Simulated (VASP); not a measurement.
A run of VASP 6.6.1 is set up as follows.

Contents of INCAR:

```
SYSTEM = LiH
PREC = Accurate
ENCUT = 520
EDIFF = 1E-7
ISMEAR = 0
SIGMA = 0.02
LREAL = .FALSE.
LASPH = .TRUE.
NELM = 60
ALGO = Normal
ISIF = 2
LWAVE = .FALSE.
LCHARG = .TRUE.
GGA = PE
LELF = .TRUE.
LVHAR = .TRUE.
NBANDS = 9
```

File KPOINTS:

```
regular mesh
0
G
  10 10 10
  0 0 0
```

The input POSCAR:

```
LiH
1.0
    0.0000000000      1.9831609953      1.9831609953
    1.9831609953      0.0000000000      1.9831609953
    1.9831609953      1.9831609953      0.0000000000
Li H
1 1
Direct
    0.0000000000      0.0000000000      0.0000000000
    0.5000000000      0.5000000000      0.5000000000
```

Potentials or basis: VASP PAW PBE potentials, release 64 (Li_sv, H).

Run with:

```console
$ cat potpaw_PBE.64/Li_sv/POTCAR potpaw_PBE.64/H/POTCAR > POTCAR
$ mpirun -np 1 vasp_std > vasp.out
```

(1) Estimate the band gap on the k mesh.

Results:

(1) 2.96 eV, direct.
